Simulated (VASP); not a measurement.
# GaAs (F-43m) in VASP: notebook

Runs on GaAs. Level: r2SCAN. Tasks: single point, relaxation of cell and atoms.

Everything below comes from runs of VASP 6.6.1. Logs are shortened: lines on timing, memory, paths and dates and some standing lists are left out, and cuts for length are marked.

## (1) The cell of the first run

It takes space group F-43m (No. 216, cubic). Conventional cell: a = 5.666 Å, b = 5.666 Å, c = 5.666 Å, α = 90.00°, β = 90.00°, γ = 90.00°. Within 3.2 Å of Ga (site symmetry -43m) lie 4 As at 2.45 Å. Within 3.2 Å of As (site symmetry -43m) lie 4 Ga at 2.45 Å.

## (2) Single point, r2SCAN

Input file POSCAR:

```
GaAs
1.0
    0.0000000000      2.8332000000      2.8332000000
    2.8332000000      0.0000000000      2.8332000000
    2.8332000000      2.8332000000      0.0000000000
Ga As
1 1
Direct
    0.0000000000      0.0000000000      0.0000000000
    0.2500000000      0.2500000000      0.2500000000
```

Input file INCAR.step1:

```
SYSTEM = GaAs
PREC = Accurate ; ENCUT = 520
ISMEAR = 0 ; SIGMA = 0.05
LREAL = .False. ; LASPH = .True.
NELM = 100 ; NBANDS = 16
GGA = PE ; ALGO = Normal
EDIFF = 1E-4 ; LWAVE = .True.
LCHARG = .False.
```

Input file INCAR.step2:

```
SYSTEM = GaAs
PREC = Accurate ; ENCUT = 520
EDIFF = 1E-7 ; ISMEAR = 0
SIGMA = 0.05 ; LREAL = .False.
LASPH = .True. ; NELM = 100
ALGO = Normal ; ISIF = 2
LWAVE = .False. ; LCHARG = .False.
METAGGA = R2SCAN ; LMIXTAU = .True.
NBANDS = 16 ; ISTART = 1
```

Input file KPOINTS:

```
Automatic mesh
0
Gamma
  8 8 8
  0 0 0
```

Potentials or basis: VASP PAW PBE potentials, release 64 (Ga_d, As).

Started as:

```sh
$ cat potpaw_PBE.64/Ga_d/POTCAR potpaw_PBE.64/As/POTCAR > POTCAR
$ cp INCAR.step1 INCAR
$ mpirun -np 1 vasp_std > vasp.out
$ cp INCAR.step2 INCAR
$ mpirun -np 1 vasp_std > vasp.out
```

OUTCAR:

```text
SYSTEM = GaAs
   PREC = Accurate
   ENCUT = 520
   EDIFF = 1E-7
   ISMEAR = 0
   LREAL = .False.
   LASPH = .True.
   NELM = 100
   ISIF = 2
   METAGGA = R2SCAN
   ISTART = 1

 ion  position               nearest neighbor table
   1  0.000  0.000  0.000-   2 2.45   2 2.45   2 2.45   2 2.45
   2  0.250  0.250  0.250-   1 2.45   1 2.45   1 2.45   1 2.45

  LATTYP: Found a face centered cubic cell.
 ALAT       =     5.6664000000

  Lattice vectors:

 A1 = (   0.0000000000,   2.8332000000,   2.8332000000)
 A2 = (   2.8332000000,   0.0000000000,   2.8332000000)
 A3 = (   2.8332000000,   2.8332000000,   0.0000000000)

Analysis of symmetry for initial positions (statically):
=====================================================================
 Subroutine PRICEL returns:
 Original cell was already a primitive cell.

 Routine SETGRP: Setting up the symmetry group for a
 face centered cubic supercell.

 Subroutine GETGRP returns: Found 24 space group operations
 (whereof 24 operations were pure point group operations)
 out of a pool of 48 trial point group operations.

The static configuration has the point symmetry T_d .

Analysis of symmetry for dynamics (positions and initial velocities):
=====================================================================
 Subroutine PRICEL returns:
 Original cell was already a primitive cell.

 Routine SETGRP: Setting up the symmetry group for a
 face centered cubic supercell.

 Subroutine GETGRP returns: Found 24 space group operations
 (whereof 24 operations were pure point group operations)
 out of a pool of 48 trial point group operations.

The dynamic configuration has the point symmetry T_d .

 Subroutine INISYM returns: Found 24 space group operations
 (whereof 24 operations are pure point group operations),
 and found     1 'primitive' translations

----------------------------------------------------------------------------------------

                                     Primitive cell

  volume of cell :      45.4843

  direct lattice vectors                    reciprocal lattice vectors
     0.000000000  2.833200000  2.833200000    -0.176478893  0.176478893  0.176478893
     2.833200000  0.000000000  2.833200000     0.176478893 -0.176478893  0.176478893
     2.833200000  2.833200000  0.000000000     0.176478893  0.176478893 -0.176478893

  length of vectors
     4.006749865  4.006749865  4.006749865     0.305670409  0.305670409  0.305670409

  position of ions in fractional coordinates (direct lattice)
     0.000000000  0.000000000  0.000000000
     0.250000000  0.250000000  0.250000000

  ion indices of the primitive-cell ions
   primitive index   ion index
                 1           1
[... 71 lines left out ...]
   ENCUT  =  520.0 eV  38.22 Ry    6.18 a.u.   7.45  7.45  7.45*2*pi/ulx,y,z
   NELM   =    100;   NELMIN=  2; NELMDL=  0     # of ELM steps
   EDIFF  = 0.1E-06   stopping-criterion for ELM
   LREAL  =      F    real-space projection
   EDIFFG = 0.1E-05   stopping-criterion for IOM
   NSW    =      0    number of steps for IOM
   IBRION =     -1    ionic relax: 0-MD 1-quasi-New 2-CG
   NFREE  =      0    steps in history (QN), initial steepest desc. (CG)
   ISIF   =      2    stress and relaxation
   ISYM   =      2    0-nonsym 1-usesym 2-fastsym
   POTIM  = 0.5000    time-step for ionic-motion
   TEBEG  =    0.0;   TEEND  =   0.0 temperature during run
   PSTRESS=    0.0 pullay stress
   NELECT =      18.0000    total number of electrons
   NUPDOWN=      -1.0000    fix difference up-down
   EMIN   =  10.00;   EMAX   =-10.00  energy-range for DOS
   EFERMI =   0.00;   METHOD = LEGACY
   ISMEAR =     0;   SIGMA  =   0.05  broadening in eV -4-tet -1-fermi 0-gaus
   EFERMI_NEDOS =   21; number of points for ismear=-14 and -15
   IALGO  =     38    algorithm
   IMIX   =      4    mixing-type and parameters
     AMIX     =   0.40;   BMIX     =  1.00
     AMIX_MAG =   1.60;   BMIX_MAG =  1.00
  volume/ion in A,a.u.               =      22.74       153.47
  Fermi-wavevector in a.u.,A,eV,Ry     =   1.201928  2.271314 19.655395  1.444631
  Thomas-Fermi vector in A             =   2.337723
   LORBIT       =      0    0 simple, 1 ext, 2 COOP (PROOUT), +10 PAW based schemes
   METAGGA = R2SCAN    functional components
   LHFCALC =     F    Hartree Fock is set to
   AEXX    =    0.0000 exact exchange contribution
   IVDW    =     0    specifies the selected vdW correction
   LEPSILON=     F    determine dielectric tensor
   LRPA    =     F    only Hartree local field effects (RPA)
 non-spin polarized calculation
 Gauss-broadening in eV      SIGMA  =   0.05
  energy-cutoff  :      520.00
  volume of cell :       45.48
 maximum number of plane-waves:      1243
 NGX is ok and might be reduce to    30
   NGX = 15   NGY = 15   NGZ = 15

 number of electron      17.9999990 magnetization

 Free energy of the ion-electron system (eV)
  ---------------------------------------------------
  ext. energy  EPLUGINS =         0.00000000
  ---------------------------------------------------
  free energy    TOTEN  =       -27.05325388 eV

  energy without entropy =      -27.05325388  energy(sigma->0) =      -27.05325388

 E-fermi :   3.9171     XC(G=0): -10.2231

 val. band max:        3.6161107368   @ k =   0.0000   0.0000   0.0000
 cond. band min:       4.5582472359   @ k =   0.0000   0.0000   0.0000
 fundamental gap:      0.9421364991
 Fermi energy:         3.9170500483

 k-point     1 :       0.0000    0.0000    0.0000
  band No.  band energies     occupation
      1     -11.6083      2.00000
      2     -11.6083      2.00000
      3     -11.6082      2.00000
      4     -11.5205      2.00000
      5     -11.5205      2.00000
      6      -9.5446      2.00000
[... 433 lines left out ...]
      3     -11.5739      2.00000
      4     -11.5250      2.00000
      5     -11.5169      2.00000
      6      -7.3596      2.00000
[... 8 lines left out ...]
     15      15.8945      0.00000
     16      16.4635      0.00000

 [... further k-points ...]
[... 5 lines left out ...]
  --------------------------------------------------------------------------------------
  -------------------------------------------------------------------------------------
  Total        0.0322084      0.0322084      0.0322084      0.0000000     -0.0000000      0.0000000
  in kB        1.1345362      1.1345362      1.1345362      0.0000000     -0.0000000      0.0000000
  external PRESSURE =       1.1345362 kB  Pullay stress =       0.0000000 kB

 VOLUME and BASIS-vectors are now :
 -----------------------------------------------------------------------------
  energy-cutoff  :      520.00
  volume of cell :       45.48
      direct lattice vectors                 reciprocal lattice vectors
     0.000000000  2.833200000  2.833200000    -0.176478893  0.176478893  0.176478893
     2.833200000  0.000000000  2.833200000     0.176478893 -0.176478893  0.176478893
     2.833200000  2.833200000  0.000000000     0.176478893  0.176478893 -0.176478893

 POSITION                                       TOTAL-FORCE (eV/Angst)
 -----------------------------------------------------------------------------------
      0.00000      0.00000      0.00000        -0.000000     -0.000000     -0.000000
      1.41660      1.41660      1.41660         0.000000      0.000000      0.000000
 -----------------------------------------------------------------------------------
    total drift:                                0.000001      0.000001      0.000001

  FREE ENERGIE OF THE ION-ELECTRON SYSTEM (eV)
  ---------------------------------------------------
  free  energy   TOTEN  =       -27.0532538788 eV

  energy  without entropy=      -27.0532538788  energy(sigma->0) =      -27.05325388
```

OUTCAR.step1:

```text
SYSTEM = GaAs
   PREC = Accurate
   ENCUT = 520
   ISMEAR = 0
   LREAL = .False.
   LASPH = .True.
[... 678 lines left out ...]
      0.00000      0.00000      0.00000         0.000000      0.000000      0.000000
      1.41660      1.41660      1.41660        -0.000000     -0.000000     -0.000000
 -----------------------------------------------------------------------------------
    total drift:                                0.000002      0.000002      0.000002

  FREE ENERGIE OF THE ION-ELECTRON SYSTEM (eV)
  ---------------------------------------------------
  free  energy   TOTEN  =        -8.2531670114 eV

  energy  without entropy=       -8.2531670114  energy(sigma->0) =       -8.25316701
```

Run time: 83 s. Hardware: 1 thread of Intel Xeon 6975P-C, shared host; peak memory 0.18 GiB.

What came out:

```
Free energy            : -27.0533 eV
Pressure               : 0.1 GPa
Band gap on the k mesh : 0.94 eV, direct
```

Levels at points of the mesh, in eV from the valence-band top:
```csv
k point,band 6,band 7,band 8,band 9,band 10,band 11,band 12,band 13
"(0.00, 0.00, 0.00)",-13.16,0.00,0.00,0.00,0.94,4.04,4.04,4.04
"(0.50, 0.00, 0.00)",-11.33,-6.78,-1.17,-1.17,1.34,4.98,4.98,8.28
"(0.50, 0.50, 0.00)",-10.56,-6.96,-2.75,-2.75,1.77,1.95,10.81,10.81
```

Caveat: the PAW data sets were made with another functional, which shifts forces and pressure a little. r2SCAN opens gaps a little over a GGA but as a rule still falls short of measured ones.

[end of part 1 of 2]
